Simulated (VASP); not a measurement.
# GaAs (F-43m) in VASP: a series of runs

Runs on GaAs. Level: LDA. Tasks: single point.

All numbers are computed with VASP 6.6.1; they aren't measurements. Logs are shortened: lines on timing, memory, paths and dates and some standing lists are left out, and cuts for length are marked.

### Step 1. The cell of the first run

The structure is cubic, space group F-43m (No. 216). The conventional cell has a = 5.513 Å, b = 5.513 Å, c = 5.513 Å, α = 90.00°, β = 90.00°, γ = 90.00°. Within 3.2 Å of Ga (site symmetry -43m) lie 4 As at 2.39 Å. Within 3.2 Å of As (site symmetry -43m) lie 4 Ga at 2.39 Å.

### Step 2. Single point, LDA

Input file INCAR:

```
PREC = Accurate ; ENCUT = 500
EDIFF = 1E-6 ; ISMEAR = 0
SIGMA = 0.01 ; LREAL = False
LASPH = True ; NELM = 120
ALGO = Normal ; ISIF = 2
LWAVE = False ; LCHARG = False
NBANDS = 16 ; GGA_COMPAT = False
```

Input file KPOINTS:

```
regular mesh
0
Gamma
  8 8 8
```

Input file POSCAR:

```
GaAs
1.0
    2.7564362223      2.7564362223      0.0000000000
   -2.7564362223      2.7564362223      0.0000000000
    0.0000000000      2.7564362223      2.7564362223
Ga As
1 1
Direct
    0.0000000000      0.0000000000      0.0000000000
    0.7500000000      0.2500000000      0.5000000000
```

Potentials or basis: VASP PAW LDA potentials, release 64 (Ga_d, As).

Started as:

```
> cat potpaw_LDA.64/Ga_d/POTCAR potpaw_LDA.64/As/POTCAR > POTCAR
> mpirun -np 1 vasp_std > vasp.out
```

OUTCAR:

```text
PREC = Accurate
   ENCUT = 500
   EDIFF = 1E-6
   ISMEAR = 0
   LREAL = False
   LASPH = True
   NELM = 120
   ISIF = 2

 ion  position               nearest neighbor table
   1  0.000  0.000  0.000-   2 2.39   2 2.39   2 2.39   2 2.39
   2  0.750  0.250  0.500-   1 2.39   1 2.39   1 2.39   1 2.39

  LATTYP: Found a face centered cubic cell.
 ALAT       =     5.5128724446

  Lattice vectors:

 A1 = (   0.0000000000,   2.7564362223,   2.7564362223)
 A2 = (   2.7564362223,   0.0000000000,   2.7564362223)
 A3 = (   2.7564362223,   2.7564362223,   0.0000000000)

Analysis of symmetry for initial positions (statically):
=====================================================================
 Subroutine PRICEL returns:
 Original cell was already a primitive cell.

 Routine SETGRP: Setting up the symmetry group for a
 face centered cubic supercell.

 Subroutine GETGRP returns: Found 24 space group operations
 (whereof 24 operations were pure point group operations)
 out of a pool of 48 trial point group operations.

The static configuration has the point symmetry T_d .

Analysis of symmetry for dynamics (positions and initial velocities):
=====================================================================
 Subroutine PRICEL returns:
 Original cell was already a primitive cell.

 Routine SETGRP: Setting up the symmetry group for a
 face centered cubic supercell.

 Subroutine GETGRP returns: Found 24 space group operations
 (whereof 24 operations were pure point group operations)
 out of a pool of 48 trial point group operations.

The dynamic configuration has the point symmetry T_d .

 Subroutine INISYM returns: Found 24 space group operations
 (whereof 24 operations are pure point group operations),
 and found     1 'primitive' translations

----------------------------------------------------------------------------------------

                                     Primitive cell

  volume of cell :      41.8865

  direct lattice vectors                    reciprocal lattice vectors
     2.756436222  2.756436222  0.000000000     0.181393640  0.181393640 -0.181393640
    -2.756436222  2.756436222  0.000000000    -0.181393640  0.181393640 -0.181393640
     0.000000000  2.756436222  2.756436222     0.000000000  0.000000000  0.362787280

  length of vectors
     3.898189489  3.898189489  3.898189489     0.314183001  0.314183001  0.362787280

  position of ions in fractional coordinates (direct lattice)
     0.000000000  0.000000000  0.000000000
     0.750000000  0.250000000  0.500000000

  ion indices of the primitive-cell ions
   primitive index   ion index
                 1           1
                 2           2

----------------------------------------------------------------------------------------

 KPOINTS: regular mesh

Automatic generation of k-mesh.
 Grid dimensions read from file:
 generate k-points for:    8    8    8

 Generating k-lattice:

  Cartesian coordinates                     Fractional coordinates (reciprocal lattice)
     0.022674205  0.022674205 -0.022674205     0.125000000  0.000000000  0.000000000
    -0.022674205  0.022674205 -0.022674205     0.000000000  0.125000000  0.000000000
     0.000000000  0.000000000  0.045348410     0.000000000  0.000000000  0.125000000

  Length of vectors
     0.039272875  0.039272875  0.045348410

  Shift w.r.t. Gamma in fractional coordinates (k-lattice)
     0.000000000  0.000000000  0.000000000

 Subroutine IBZKPT returns following result:
 ===========================================

 Found     29 irreducible k-points:

 Following reciprocal coordinates:
            Coordinates               Weight
  0.000000  0.000000  0.000000      1.000000
  0.125000  0.000000  0.000000      8.000000
  0.250000  0.000000  0.000000      8.000000
  0.375000  0.000000  0.000000      8.000000
  0.500000  0.000000  0.000000      4.000000
  0.125000  0.125000  0.000000     12.000000
[... 16 lines left out ...]
  0.375000  0.250000  0.125000     48.000000
  0.500000  0.250000  0.125000     24.000000
 [... further k-points ...]
   k-points           NKPTS =     29   k-points in BZ     NKDIM =     29   number of bands    NBANDS=     16
   number of dos      NEDOS =    301   number of ions     NIONS =      2
   total plane-waves  NPLWV =  21952
   dimension x,y,z NGX =    28 NGY =   28 NGZ =   28
   dimension x,y,z NGXF=    56 NGYF=   56 NGZF=   56
   ions per type =               1   1
   NGX,Y,Z   is equivalent  to a cutoff of  11.94, 11.94, 11.94 a.u.
   NGXF,Y,Z  is equivalent  to a cutoff of  23.88, 23.88, 23.88 a.u.
 SYSTEM =  unknown system
   PREC   = accura    normal or accurate (medium, high low for compatibility)
   ISTART =      0    job   : 0-new  1-cont  2-samecut
   ICHARG =      2    charge: 1-file 2-atom 10-const
   ISPIN  =      1    spin polarized calculation?
   LNONCOLLINEAR =      F non collinear calculations
   LSORBIT =      F    spin-orbit coupling
   LASPH  =      T    aspherical Exc in radial PAW
   ENCUT  =  500.0 eV  36.75 Ry    6.06 a.u.   7.11  7.11  7.11*2*pi/ulx,y,z
   NELM   =    120;   NELMIN=  2; NELMDL= -5     # of ELM steps
   EDIFF  = 0.1E-05   stopping-criterion for ELM
   LREAL  =      F    real-space projection
   EDIFFG = 0.1E-04   stopping-criterion for IOM
   NSW    =      0    number of steps for IOM
   IBRION =     -1    ionic relax: 0-MD 1-quasi-New 2-CG
   NFREE  =      0    steps in history (QN), initial steepest desc. (CG)
   ISIF   =      2    stress and relaxation
   ISYM   =      2    0-nonsym 1-usesym 2-fastsym
   POTIM  = 0.5000    time-step for ionic-motion
   TEBEG  =    0.0;   TEEND  =   0.0 temperature during run
   PSTRESS=    0.0 pullay stress
   NELECT =      18.0000    total number of electrons
   NUPDOWN=      -1.0000    fix difference up-down
   EMIN   =  10.00;   EMAX   =-10.00  energy-range for DOS
   EFERMI =   0.00;   METHOD = LEGACY
   ISMEAR =     0;   SIGMA  =   0.01  broadening in eV -4-tet -1-fermi 0-gaus
   EFERMI_NEDOS =   21; number of points for ismear=-14 and -15
   IALGO  =     38    algorithm
   IMIX   =      4    mixing-type and parameters
     AMIX     =   0.40;   BMIX     =  1.00
     AMIX_MAG =   1.60;   BMIX_MAG =  1.00
  volume/ion in A,a.u.               =      20.94       141.33
  Fermi-wavevector in a.u.,A,eV,Ry     =   1.235400  2.334568 20.765402  1.526214
  Thomas-Fermi vector in A             =   2.370051
   LORBIT       =      0    0 simple, 1 ext, 2 COOP (PROOUT), +10 PAW based schemes
   GGA     = CA    functional components
   LHFCALC =     F    Hartree Fock is set to
   AEXX    =    0.0000 exact exchange contribution
   IVDW    =     0    specifies the selected vdW correction
   LEPSILON=     F    determine dielectric tensor
   LRPA    =     F    only Hartree local field effects (RPA)
 non-spin polarized calculation
 Gauss-broadening in eV      SIGMA  =   0.01
  energy-cutoff  :      500.00
  volume of cell :       41.89
 maximum number of plane-waves:      1090
   NGX = 15   NGY = 15   NGZ = 15

 number of electron      18.0000008 magnetization

 Free energy of the ion-electron system (eV)
  ---------------------------------------------------
  ext. energy  EPLUGINS =         0.00000000
  ---------------------------------------------------
  free energy    TOTEN  =        -9.60697800 eV

  energy without entropy =       -9.60697800  energy(sigma->0) =       -9.60697800

 E-fermi :   4.6050     XC(G=0): -10.2499

 val. band max:        4.5559946697   @ k =   0.0000   0.0000   0.0000
 cond. band min:       5.4699434170   @ k =   0.0000   0.0000   0.0000
 fundamental gap:      0.9139487474
 Fermi energy:         4.6050059048

 k-point     1 :       0.0000    0.0000    0.0000
  band No.  band energies     occupation
      1     -10.5322      2.00000
      2     -10.5322      2.00000
      3     -10.5322      2.00000
      4     -10.4340      2.00000
      5     -10.4340      2.00000
      6      -8.7789      2.00000
[... 8 lines left out ...]
     15      14.9189      0.00000
     16      14.9189      0.00000

 k-point     2 :       0.1250    0.0000    0.0000
  band No.  band energies     occupation
      1     -10.5511      2.00000
      2     -10.5277      2.00000
      3     -10.5277      2.00000
      4     -10.4342      2.00000
      5     -10.4342      2.00000
      6      -8.5749      2.00000
[... 8 lines left out ...]
     15      13.9288      0.00000
     16      13.9288      0.00000

 k-point     3 :       0.2500    0.0000    0.0000
  band No.  band energies     occupation
      1     -10.5905      2.00000
      2     -10.5180      2.00000
      3     -10.5180      2.00000
      4     -10.4337      2.00000
      5     -10.4337      2.00000
      6      -8.0048      2.00000
[... 8 lines left out ...]
     15      13.6772      0.00000
     16      13.6772      0.00000

 k-point     4 :       0.3750    0.0000    0.0000
  band No.  band energies     occupation
      1     -10.6241      2.00000
      2     -10.5103      2.00000
      3     -10.5103      2.00000
      4     -10.4310      2.00000
      5     -10.4310      2.00000
      6      -7.2278      2.00000
[... 8 lines left out ...]
     15      14.9504      0.00000
     16      14.9504      0.00000
[... 324 lines left out ...]
 k-point    22 :       0.2500    0.2500    0.1250
  band No.  band energies     occupation
      1     -10.6176      2.00000
      2     -10.5063      2.00000
      3     -10.5028      2.00000
      4     -10.4449      2.00000
      5     -10.4276      2.00000
      6      -7.5255      2.00000
[... 8 lines left out ...]
     15      15.7139      0.00000
     16      16.2760      0.00000

 k-point    23 :       0.3750    0.2500    0.1250
  band No.  band energies     occupation
      1     -10.6378      2.00000
      2     -10.5019      2.00000
      3     -10.4944      2.00000
      4     -10.4433      2.00000
      5     -10.4281      2.00000
      6      -6.8018      2.00000
[... 8 lines left out ...]
     15      15.6411      0.00000
     16      17.0796      0.00000

 k-point    24 :       0.5000    0.2500    0.1250
  band No.  band energies     occupation
      1     -10.6454      2.00000
      2     -10.5012      2.00000
      3     -10.4913      2.00000
      4     -10.4401      2.00000
      5     -10.4298      2.00000
      6      -6.3814      2.00000
[... 8 lines left out ...]
     15      16.3110      0.00000
     16      17.0433      0.00000

 [... further k-points ...]

------------------------ aborting loop because EDIFF is reached ----------------------------------------

  FORCE on cell =-STRESS in cart. coord.  units (eV):
  Direction    XX          YY          ZZ          XY          YZ          ZX
  --------------------------------------------------------------------------------------
  -------------------------------------------------------------------------------------
  Total        1.1588020      1.1588020      1.1588020      0.0000000      0.0000000     -0.0000000
  in kB       44.3247176     44.3247176     44.3247176      0.0000000      0.0000000     -0.0000000
  external PRESSURE =      44.3247176 kB  Pullay stress =       0.0000000 kB

 VOLUME and BASIS-vectors are now :
 -----------------------------------------------------------------------------
  energy-cutoff  :      500.00
  volume of cell :       41.89
      direct lattice vectors                 reciprocal lattice vectors
     2.756436222  2.756436222  0.000000000     0.181393640  0.181393640 -0.181393640
    -2.756436222  2.756436222  0.000000000    -0.181393640  0.181393640 -0.181393640
     0.000000000  2.756436222  2.756436222     0.000000000  0.000000000  0.362787280

 POSITION                                       TOTAL-FORCE (eV/Angst)
 -----------------------------------------------------------------------------------
      0.00000      0.00000      0.00000        -0.000000     -0.000000      0.000000
      1.37822      4.13465      1.37822         0.000000      0.000000     -0.000000
 -----------------------------------------------------------------------------------
    total drift:                               -0.000002      0.000000     -0.000000

  FREE ENERGIE OF THE ION-ELECTRON SYSTEM (eV)
  ---------------------------------------------------
  free  energy   TOTEN  =        -9.6069779964 eV

  energy  without entropy=       -9.6069779964  energy(sigma->0) =       -9.60697800
```

Run time: 11 s. Hardware: 1 thread of Intel Xeon 6975P-C, shared host; peak memory 0.15 GiB.

What came out:

- Free energy: -9.6070 eV
- Pressure: 4.4 GPa
- Band gap on the k mesh: 0.91 eV, direct

### Step 3. Single point, LDA

This run uses another cell than the first one, of 20.32 Å³/atom, 0.970 times its volume.

Input file INCAR:

```
  PREC = Accurate
  ENCUT = 500
  EDIFF = 1E-6
  ISMEAR = 0
  SIGMA = 0.01
  LREAL = F
  LASPH = T
  NELM = 120
  ALGO = Normal
  ISIF = 2
  LWAVE = F
  LCHARG = F
  GGA = CA
  NBANDS = 16
  GGA_COMPAT = F
```

Input file KPOINTS:

```
Automatic mesh
0
Gamma
  8 8 8
```

Input file POSCAR:

```
GaAs
1.0
    2.7287890200      2.7287890200      0.0000000000
   -2.7287890200      2.7287890200      0.0000000000
    0.0000000000      2.7287890200      2.7287890200
Ga As
1 1
Direct
    0.0000000000      0.0000000000      0.0000000000
    0.7500000000      0.2500000000      0.5000000000
```

Potentials or basis: VASP PAW LDA potentials, release 64 (Ga_d, As).

Started as:

```
> cat potpaw_LDA.64/Ga_d/POTCAR potpaw_LDA.64/As/POTCAR > POTCAR
> mpirun -np 1 vasp_std > vasp.out
```

Wall time 11 s (1 thread of Intel Xeon 6975P-C, shared host); peak memory 0.15 GiB.

The run converged. Its results:

```yaml
Free_energy: -9.5608 eV
Pressure: 7.5 GPa
Band_gap_on_the_k_mesh: 1.13 eV, indirect (least direct gap 1.15 eV)
```

Levels at points of the mesh, in eV from the valence-band top:
| k point | band 5 | band 6 | band 7 | band 8 | band 9 | band 10 | band 11 | band 12 | band 13 | band 14 |
| --- | --- | --- | --- | --- | --- | --- | --- | --- | --- | --- |
| (0.00, 0.00, 0.00) | -15.06 | -13.58 | 0.00 | 0.00 | 0.00 | 1.15 | 3.69 | 3.69 | 3.69 | 7.69 |
| (0.50, 0.00, 0.00) | -15.05 | -11.46 | -7.32 | -1.32 | -1.32 | 1.17 | 4.60 | 4.60 | 7.64 | 11.03 |
| (0.50, 0.50, 0.00) | -15.04 | -10.58 | -7.40 | -3.09 | -3.09 | 1.13 | 1.47 | 10.91 | 10.91 | 11.81 |

A k mesh can miss the band edges. Expect the measured gap to be larger: semilocal functionals such as LDA lack the derivative discontinuity.

### Step 4. Single point, LDA

This run uses another cell than the first one, of 20.32 Å³/atom, 0.970 times its volume.

Input file INCAR:

```
PREC = Accurate
ENCUT = 500
EDIFF = 1E-6
ISMEAR = 0
SIGMA = 0.01
LREAL = F
LASPH = T
NELM = 120
ALGO = Normal
ISIF = 2
LWAVE = F
LCHARG = F
NBANDS = 16
GGA_COMPAT = F
```

KPOINTS is that of step 3.

POSCAR is that of step 3.

Started as:

```
> cat potpaw_LDA.64/Ga_d/POTCAR potpaw_LDA.64/As/POTCAR > POTCAR
> mpirun -np 1 vasp_std > vasp.out
```

Wall time 11 s (1 thread of Intel Xeon 6975P-C, shared host); peak memory 0.15 GiB.

It converged, with:

| Property | Result |
| --- | --- |
| Free energy | -9.5608 eV |
| Pressure | 7.5 GPa |
| Band gap on the k mesh | 1.13 eV, indirect (least direct gap 1.15 eV) |

Levels at points of the mesh, in eV from the valence-band top:
| k point | band 7 | band 8 | band 9 | band 10 | band 11 | band 12 |
| --- | --- | --- | --- | --- | --- | --- |
| (0.00, 0.00, 0.00) | 0.00 | 0.00 | 0.00 | 1.15 | 3.69 | 3.69 |
| (0.50, 0.00, 0.00) | -7.32 | -1.32 | -1.32 | 1.17 | 4.60 | 4.60 |
| (0.50, 0.50, 0.00) | -7.40 | -3.09 | -3.09 | 1.13 | 1.47 | 10.91 |

A k mesh can miss the band edges. A hybrid or GW would open this gap; LDA tends to underestimate it.

(Part 1 of 2 ends here.)
